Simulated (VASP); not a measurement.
Input of a VASP 6.6.1 run:

File INCAR:

```
PREC     = Accurate       # precision mode
ENCUT    = 520            # plane-wave cutoff, eV
EDIFF    = 1E-6           # SCF threshold, eV
ISMEAR   = 0              # smearing method
SIGMA    = 0.1            # smearing width, eV
LREAL    = False          # projectors in reciprocal space
LASPH    = True           # aspherical terms in the spheres
NELM     = 60             # most SCF steps
ALGO     = Normal         # electronic algorithm
ISIF     = 2              # what is computed and relaxed
LWAVE    = False          # write WAVECAR
LCHARG   = False          # write CHGCAR
GGA      = PE             # functional
NBANDS   = 10             # bands
```

KPOINTS

```
Automatic mesh
0
Gamma
  10 10 10
```

POSCAR

```
Rb
1.0
   -2.9332067802      2.9332067802      2.7242871356
    2.9332067802     -2.9332067802      2.7242871356
    2.9332067802      2.9332067802     -2.7242871356
Rb
1
Direct
    0.0000000000      0.0000000000      0.0000000000
```

Potentials or basis: VASP PAW PBE potentials, release 64 (Rb_sv).

Launch:

```bash
$ cat potpaw_PBE.64/Rb_sv/POTCAR > POTCAR
$ mpirun -np 1 vasp_std > vasp.out
```

Question: What does it give for the pressure?

Answer: -0.1 GPa.
